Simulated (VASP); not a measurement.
# I (Im-3m) in VASP: notebook

Runs on I. Level: LDA. Tasks: single point.

All numbers are computed with VASP 6.6.1; they aren't measurements. Logs are shortened: lines on timing, memory, paths and dates and some standing lists are left out, and cuts for length are marked.

## Step 1: The cell of the first run

Symmetry: Im-3m, No. 229, cubic system. Conventional cell: a = 3.705 Å, b = 3.705 Å, c = 3.705 Å, α = 90.00°, β = 90.00°, γ = 90.00°. Within 4.2 Å of I (site symmetry m-3m) lie 14 I at 3.21 to 3.71 Å.

## Step 2: Single point, LDA

INCAR

```
PREC = Accurate
ENCUT = 520
EDIFF = 1E-6
ISMEAR = -1
SIGMA = 0.08
LREAL = False
LASPH = True
NELM = 80
ALGO = Normal
ISIF = 2
LWAVE = False
LCHARG = False
GGA = CA
NBANDS = 10
```

KPOINTS

```
regular mesh
0
Gamma
  13 13 13
```

POSCAR

```
I
1.0
   -1.8525291120      1.8525291120      1.8525291120
    1.8525291120     -1.8525291120      1.8525291120
    1.8525291120      1.8525291120     -1.8525291120
I
1
Direct
    0.0000000000      0.0000000000      0.0000000000
```

Potentials or basis: VASP PAW LDA potentials, release 64 (I).

Run with:

```bash
cat potpaw_LDA.64/I/POTCAR > POTCAR
mpirun -np 1 vasp_std > vasp.out
```

OUTCAR:

```text
PREC = Accurate
   ENCUT = 520
   EDIFF = 1E-6
   ISMEAR = -1
   LREAL = False
   LASPH = True
   NELM = 80
   ISIF = 2
   GGA = CA

 ion  position               nearest neighbor table
   1  0.000  0.000  0.000-

  LATTYP: Found a body centered cubic cell.
 ALAT       =     3.7050582240

  Lattice vectors:

 A1 = (  -1.8525291120,   1.8525291120,   1.8525291120)
 A2 = (   1.8525291120,  -1.8525291120,   1.8525291120)
 A3 = (   1.8525291120,   1.8525291120,  -1.8525291120)

Analysis of symmetry for initial positions (statically):
=====================================================================
 Subroutine PRICEL returns:
 Original cell was already a primitive cell.

 Routine SETGRP: Setting up the symmetry group for a
 body centered cubic supercell.

 Subroutine GETGRP returns: Found 48 space group operations
 (whereof 48 operations were pure point group operations)
 out of a pool of 48 trial point group operations.

The static configuration has the point symmetry O_h .

Analysis of symmetry for dynamics (positions and initial velocities):
=====================================================================
 Subroutine PRICEL returns:
 Original cell was already a primitive cell.

 Routine SETGRP: Setting up the symmetry group for a
 body centered cubic supercell.

 Subroutine GETGRP returns: Found 48 space group operations
 (whereof 48 operations were pure point group operations)
 out of a pool of 48 trial point group operations.

The dynamic configuration has the point symmetry O_h .

 Subroutine INISYM returns: Found 48 space group operations
 (whereof 48 operations are pure point group operations),
 and found     1 'primitive' translations

----------------------------------------------------------------------------------------

                                     Primitive cell

  volume of cell :      25.4305

  direct lattice vectors                    reciprocal lattice vectors
    -1.852529112  1.852529112  1.852529112     0.000000000  0.269901292  0.269901292
     1.852529112 -1.852529112  1.852529112     0.269901292  0.000000000  0.269901292
     1.852529112  1.852529112 -1.852529112     0.269901292  0.269901292  0.000000000

  length of vectors
     3.208674544  3.208674544  3.208674544     0.381698067  0.381698067  0.381698067
[... 79 lines left out ...]
   EDIFF  = 0.1E-05   stopping-criterion for ELM
   LREAL  =      F    real-space projection
   EDIFFG = 0.1E-04   stopping-criterion for IOM
   NSW    =      0    number of steps for IOM
   IBRION =     -1    ionic relax: 0-MD 1-quasi-New 2-CG
   NFREE  =      0    steps in history (QN), initial steepest desc. (CG)
   ISIF   =      2    stress and relaxation
   ISYM   =      2    0-nonsym 1-usesym 2-fastsym
   POTIM  = 0.5000    time-step for ionic-motion
   TEBEG  =    0.0;   TEEND  =   0.0 temperature during run
   PSTRESS=    0.0 pullay stress
   NELECT =       7.0000    total number of electrons
   NUPDOWN=      -1.0000    fix difference up-down
   EMIN   =  10.00;   EMAX   =-10.00  energy-range for DOS
   EFERMI =   0.00;   METHOD = LEGACY
   ISMEAR =    -1;   SIGMA  =   0.08  broadening in eV -4-tet -1-fermi 0-gaus
   EFERMI_NEDOS =   21; number of points for ismear=-14 and -15
   IALGO  =     38    algorithm
   IMIX   =      4    mixing-type and parameters
     AMIX     =   0.40;   BMIX     =  1.00
     AMIX_MAG =   1.60;   BMIX_MAG =  1.00
  volume/ion in A,a.u.               =      25.43       171.61
  Fermi-wavevector in a.u.,A,eV,Ry     =   1.064933  2.012432 15.430140  1.134083
  Thomas-Fermi vector in A             =   2.200468
   LORBIT       =      0    0 simple, 1 ext, 2 COOP (PROOUT), +10 PAW based schemes
   GGA     = CA    functional components
   LHFCALC =     F    Hartree Fock is set to
   AEXX    =    0.0000 exact exchange contribution
   IVDW    =     0    specifies the selected vdW correction
   LEPSILON=     F    determine dielectric tensor
   LRPA    =     F    only Hartree local field effects (RPA)
 non-spin polarized calculation
  energy-cutoff  :      520.00
  volume of cell :       25.43
 maximum number of plane-waves:       696
   NGX = 11   NGY = 11   NGZ = 11

 number of electron       7.0000002 magnetization

 Free energy of the ion-electron system (eV)
  ---------------------------------------------------
  ext. energy  EPLUGINS =         0.00000000
  ---------------------------------------------------
  free energy    TOTEN  =        -1.47466728 eV

  energy without entropy =       -1.45257681  energy(sigma->0) =       -1.46362204

 E-fermi :   9.3018     XC(G=0): -10.7932

 val. band max:        9.2728246104   @ k =   0.3846   0.1538   0.0000
 cond. band min:       9.3112248170   @ k =   0.2308   0.2308   0.0000
 fundamental gap:      0.0384002065
 Fermi energy:         9.3017973866

 k-point     1 :       0.0000    0.0000    0.0000
  band No.  band energies     occupation
      1      -6.9398      2.00000
      2      10.9298      0.00000
      3      10.9298      0.00000
      4      10.9298      0.00000
      5      18.6926      0.00000
      6      19.0775      0.00000
      7      19.0775      0.00000
      8      19.0775      0.00000
      9      21.4306      0.00000
     10      21.4306      0.00000
[... 287 lines left out ...]
 k-point    24 :       0.2308    0.0769    0.0769
  band No.  band energies     occupation
      1      -5.1103      2.00000
      2       4.6168      2.00000
      3       8.0132      2.00000
      4       9.3245      0.85899
      5      16.6123      0.00000
      6      17.0637      0.00000
      7      21.3205      0.00000
      8      21.5656      0.00000
      9      22.6347      0.00000
     10      25.5174      0.00000

 [... further k-points ...]

------------------------ aborting loop because EDIFF is reached ----------------------------------------

  FORCE on cell =-STRESS in cart. coord.  units (eV):
  Direction    XX          YY          ZZ          XY          YZ          ZX
  --------------------------------------------------------------------------------------
  -------------------------------------------------------------------------------------
  Total        2.3039944      2.3039944      2.3039944      0.0000000      0.0000000      0.0000000
  in kB      145.1566306    145.1566306    145.1566306      0.0000000      0.0000000      0.0000000
  external PRESSURE =     145.1566306 kB  Pullay stress =       0.0000000 kB

 VOLUME and BASIS-vectors are now :
 -----------------------------------------------------------------------------
  energy-cutoff  :      520.00
  volume of cell :       25.43
      direct lattice vectors                 reciprocal lattice vectors
    -1.852529112  1.852529112  1.852529112     0.000000000  0.269901292  0.269901292
     1.852529112 -1.852529112  1.852529112     0.269901292  0.000000000  0.269901292
     1.852529112  1.852529112 -1.852529112     0.269901292  0.269901292  0.000000000

 POSITION                                       TOTAL-FORCE (eV/Angst)
 -----------------------------------------------------------------------------------
      0.00000      0.00000      0.00000        -0.000000     -0.000000      0.000000
 -----------------------------------------------------------------------------------
    total drift:                                0.000000     -0.000000     -0.000000

  FREE ENERGIE OF THE ION-ELECTRON SYSTEM (eV)
  ---------------------------------------------------
  free  energy   TOTEN  =        -1.4746672812 eV

  energy  without entropy=       -1.4525768058  energy(sigma->0) =       -1.46362204
```

Run time: 5.5 s. Hardware: 1 thread of Intel Xeon Platinum 8375C at 2.90GHz (Ice Lake), shared host; peak memory 0.14 GiB.

Results:

| Item | Value |
| --- | --- |
| Free energy | -1.4747 eV |
| Pressure | 14.5 GPa |
| Band gap on the k mesh | zero (an odd number of electrons rules out a gap without spin polarisation) |

Levels at points of the mesh, in eV from the Fermi level:
```
           k point  band 1  band 2  band 3  band 4  band 5  band 6  band 7  band 8
(0.00, 0.00, 0.00)  -16.24    1.63    1.63    1.63    9.39    9.78    9.78    9.78
```

Caveat: the cell stands under pressure; spin-orbit coupling is left out, which moves the levels of the heavy elements; an odd number of electrons without spin polarisation forces a metal; a magnetic or distorted state may lie lower.

## Step 3: Single point, LDA (28.61 Å³/atom)

This run uses another cell than the first one, of 28.61 Å³/atom.

INCAR

```
PREC     = Accurate       # precision mode
ENCUT    = 520            # plane-wave cutoff, eV
EDIFF    = 1E-7           # SCF threshold, eV
ISMEAR   = -1             # smearing method
SIGMA    = 0.08           # smearing width, eV
LREAL    = False          # projectors in reciprocal space
LASPH    = True           # aspherical terms in the spheres
NELM     = 100            # most SCF steps
ALGO     = Normal         # electronic algorithm
ISIF     = 2              # what is computed and relaxed
LWAVE    = False          # write WAVECAR
LCHARG   = True           # write CHGCAR
LELF     = True           # ELF
LVHAR    = True         
NBANDS   = 10             # bands
```

KPOINTS

```
Automatic mesh
0
Gamma
  13 13 13
```

POSCAR

```
I
1.0
   -1.9267079188      1.9267079188      1.9267079188
    1.9267079188     -1.9267079188      1.9267079188
    1.9267079188      1.9267079188     -1.9267079188
I
1
Direct
    0.0000000000      0.0000000000      0.0000000000
```

Potentials or basis: VASP PAW LDA potentials, release 64 (I).

Run with:

```bash
cat potpaw_LDA.64/I/POTCAR > POTCAR
mpirun -np 1 vasp_std > vasp.out
```

OUTCAR:

```text
PREC = Accurate
   ENCUT = 520
   EDIFF = 1E-7
   ISMEAR = -1
   LREAL = False
   LASPH = True
   NELM = 100
   ISIF = 2

 ion  position               nearest neighbor table
   1  0.000  0.000  0.000-

  LATTYP: Found a body centered cubic cell.
 ALAT       =     3.8534158376

  Lattice vectors:

 A1 = (  -1.9267079188,   1.9267079188,   1.9267079188)
 A2 = (   1.9267079188,  -1.9267079188,   1.9267079188)
[... 490 lines left out ...]
      9      20.2718      0.00000
     10      23.3801      0.00000

 [... further k-points ...]

------------------------ aborting loop because EDIFF is reached ----------------------------------------

  FORCE on cell =-STRESS in cart. coord.  units (eV):
  Direction    XX          YY          ZZ          XY          YZ          ZX
  --------------------------------------------------------------------------------------
  -------------------------------------------------------------------------------------
  Total        0.9093589      0.9093589      0.9093589      0.0000000      0.0000000      0.0000000
  in kB       50.9258471     50.9258471     50.9258471      0.0000000      0.0000000      0.0000000
  external PRESSURE =      50.9258471 kB  Pullay stress =       0.0000000 kB

 VOLUME and BASIS-vectors are now :
 -----------------------------------------------------------------------------
  energy-cutoff  :      520.00
  volume of cell :       28.61
      direct lattice vectors                 reciprocal lattice vectors
    -1.926707919  1.926707919  1.926707919     0.000000000  0.259510015  0.259510015
     1.926707919 -1.926707919  1.926707919     0.259510015  0.000000000  0.259510015
     1.926707919  1.926707919 -1.926707919     0.259510015  0.259510015  0.000000000

 POSITION                                       TOTAL-FORCE (eV/Angst)
 -----------------------------------------------------------------------------------
      0.00000      0.00000      0.00000         0.000000      0.000000      0.000000
 -----------------------------------------------------------------------------------
    total drift:                                0.000000      0.000000     -0.000000

  FREE ENERGIE OF THE ION-ELECTRON SYSTEM (eV)
  ---------------------------------------------------
  free  energy   TOTEN  =        -1.6597546405 eV

  energy  without entropy=       -1.6315657592  energy(sigma->0) =       -1.64566020
```

It took 15 s on 1 thread of Intel Xeon Platinum 8375C at 2.90GHz (Ice Lake), shared host; peak memory 0.15 GiB.

Results:

```yaml
Free_energy: -1.6598 eV
Pressure: 5.1 GPa
Band_gap_on_the_k_mesh: zero (an odd number of electrons rules out a gap without spin polarisation)
```

Caveat: the cell stands under pressure; spin-orbit coupling is left out, which moves the levels of the heavy elements; an odd number of electrons without spin polarisation forces a metal; a magnetic or distorted state may lie lower.

## Step 4: Single point, LDA

This run uses another cell than the first one, of 31.79 Å³/atom.

INCAR

```
SYSTEM = I
  PREC = Accurate
  ENCUT = 520
  EDIFF = 1E-6
  ISMEAR = -1
  SIGMA = 0.08
  LREAL = .False.
  LASPH = .True.
  NELM = 80
  ALGO = Normal
  ISIF = 2
  LWAVE = .False.
  LCHARG = .False.
  GGA = CA
  NBANDS = 10
```

KPOINTS

```
Automatic mesh
0
Gamma
  13 13 13
  0 0 0
```

POSCAR

```
I
1.0
   -1.9955764916      1.9955764916      1.9955764916
    1.9955764916     -1.9955764916      1.9955764916
    1.9955764916      1.9955764916     -1.9955764916
I
1
Direct
    0.0000000000      0.0000000000      0.0000000000
```

Run with:

```bash
cat potpaw_LDA.64/I/POTCAR > POTCAR
mpirun -np 1 vasp_std > vasp.out
```

Wall time 12 s (1 thread of Intel Xeon Platinum 8375C at 2.90GHz (Ice Lake), shared host); peak memory 0.15 GiB.

The run converged. Its results:

| Item | Value |
| --- | --- |
| Free energy | -1.7052 eV |
| Pressure | 0.0 GPa |
| Band gap on the k mesh | zero (an odd number of electrons rules out a gap without spin polarisation) |

Levels at points of the mesh, in eV from the Fermi level:
```tsv
k point	band 1	band 2	band 3	band 4	band 5	band 6	band 7	band 8	band 9
(0.00, 0.00, 0.00)	-14.26	1.04	1.04	1.04	7.44	9.77	9.77	9.77	12.09
```

Caveat: spin-orbit coupling is left out, which moves the levels of the heavy elements; an odd number of electrons without spin polarisation forces a metal; a magnetic or distorted state may lie lower.

## Step 5: The runs side by side

```csv
cell,gap on the mesh (eV),pressure (GPa)
"a = 3.209 Å, angles 109.5°, 1 atom",none,14.5
"a = 3.337 Å, angles 109.5°, 1 atom",none,5.1
"a = 3.456 Å, angles 109.5°, 1 atom",none,0.0
```

Alike in all rows: task single point; level LDA; potentials or basis VASP PAW LDA potentials, release 64 (I); no spin polarisation; k mesh 13 × 13 × 13; cutoff (eV) 520; smearing fermi-dirac 0.08 eV.

Caveats: spin-orbit coupling is left out, which moves the levels of the heavy elements; an odd number of electrons without spin polarisation forces a metal; a magnetic or distorted state may lie lower; the cell stands under pressure (at least some runs).

Total energies depend on the potentials used, so only differences within one code and one set of settings carry meaning.
